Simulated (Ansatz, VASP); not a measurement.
**Al12NO in VASP and in Ansatz**

Contents of INCAR:

```
PREC = Accurate
ENCUT = 520
EDIFF = 1E-7
ISMEAR = 0
SIGMA = 0.1
LREAL = F
LASPH = T
NELM = 150
ALGO = Normal
ISIF = 2
LWAVE = F
LCHARG = F
ISPIN = 2
MAGMOM = 0 0 0 0 0 0 0 0 0 0 0 0 1 0
LORBIT = 11
LDIPOL = T
IDIPOL = 3
DIPOL = 0.5 0.5 0.295
GGA = PE
NBANDS = 40
```

File KPOINTS:

```
regular mesh
0
Gamma
  5 5 1
```

The input POSCAR:

```
Al12NO
1.0
    5.7143028096      0.0000000000      0.0000000000
    0.0000000000      5.7143028096      0.0000000000
    0.0000000000      0.0000000000     22.1750227966
Al N O
12 1 1
Direct
    0.2500000000      0.2500000000      0.1803831291
    0.2500000000      0.7500000000      0.1803831291
    0.7500000000      0.2500000000      0.1803831291
    0.7500000000      0.7500000000      0.1803831291
    0.0000000000      0.0000000000      0.2744094953
    0.0000000000      0.5000000000      0.2744094953
    0.5000000000      0.0000000000      0.2744094953
    0.5000000000      0.5000000000      0.2744094953
    0.2500000000      0.2500000000      0.3686590481
    0.2500000000      0.7500000000      0.3686590481
    0.7500000000      0.2500000000      0.3686590481
    0.7500000000      0.7500000000      0.3686590481
    0.3023380913      0.5000000000      0.4191663243
    0.6976619087      0.5000000000      0.4191663243
```

Input for Ansatz:

```yaml
crystal:
  lattice:
    - [5.7143028096, 0.0, 0.0]
    - [0.0, 5.7143028096, 0.0]
    - [0.0, 0.0, 22.1750227966]
  atoms:
    - { symbol: Al, position: [0.25, 0.25, 0.1803831291] }
    - { symbol: Al, position: [0.25, 0.75, 0.1803831291] }
    - { symbol: Al, position: [0.75, 0.25, 0.1803831291] }
    - { symbol: Al, position: [0.75, 0.75, 0.1803831291] }
    - { symbol: Al, position: [0.0, 0.0, 0.2744094953] }
    - { symbol: Al, position: [0.0, 0.5, 0.2744094953] }
    - { symbol: Al, position: [0.5, 0.0, 0.2744094953] }
    - { symbol: Al, position: [0.5, 0.5, 0.2744094953] }
    - { symbol: Al, position: [0.25, 0.25, 0.3686590481] }
    - { symbol: Al, position: [0.25, 0.75, 0.3686590481] }
    - { symbol: Al, position: [0.75, 0.25, 0.3686590481] }
    - { symbol: Al, position: [0.75, 0.75, 0.3686590481] }
    - { symbol: "N", position: [0.3023380913, 0.5, 0.4191663243], spin: 1.0 }
    - { symbol: O, position: [0.6976619087, 0.5, 0.4191663243] }
basis:
  ecutwfc: 420
kpoints:
  mp_grid: { grid: [5, 5, 1] }
hamiltonian:
  xc: pbe
scf:
  occupations: { method: gaussian, width: 0.1 }
output:
  forces: true
  eigenvalues: true
  populations: true
  write_density: true
  write_potential: true
  elf: true
  volumetric_format: npy
magnetization:
  spin_polarized: true
efield:
  axis: 3
  dipole_correction: true
  ramp_width: 0.04
```

Alike in both runs: task single point; functional PBE; k mesh 5 × 5 × 1; occupations gaussian, width 0.1 eV; collinear spin.

|  | VASP | Ansatz |
| --- | --- | --- |
| version | VASP 6.6.1 | Ansatz 0.2.0 |
| potentials or method | VASP PAW PBE potentials, release 64 (Al, N, O), cutoff 520 eV | scalar-relativistic, plane waves, PAW |
| valence electrons in the cell | 47 | 47 |

|  | VASP | Ansatz | Ansatz less VASP |
| --- | --- | --- | --- |
| gap on the k mesh at the Fermi level (eV) | none | none | - |
| rms of the force components (eV/Å) | 0.384 | 0.416 | +0.0317 |
| net moment per atom (μB) | 0.00 | 0.03 | +0.031 |
| size of the moment on the site where the two differ most (μB) | 0.00 | 0.26 | +0.259 |

Site moments also hang on the region over which each program counts them. Atom by atom the forces differ by 0.038 eV/Å (rms over components). A gap of «none» marks a metal or a gap that the smearing closes. Ansatz's warnings: xc potential rough in thin density.
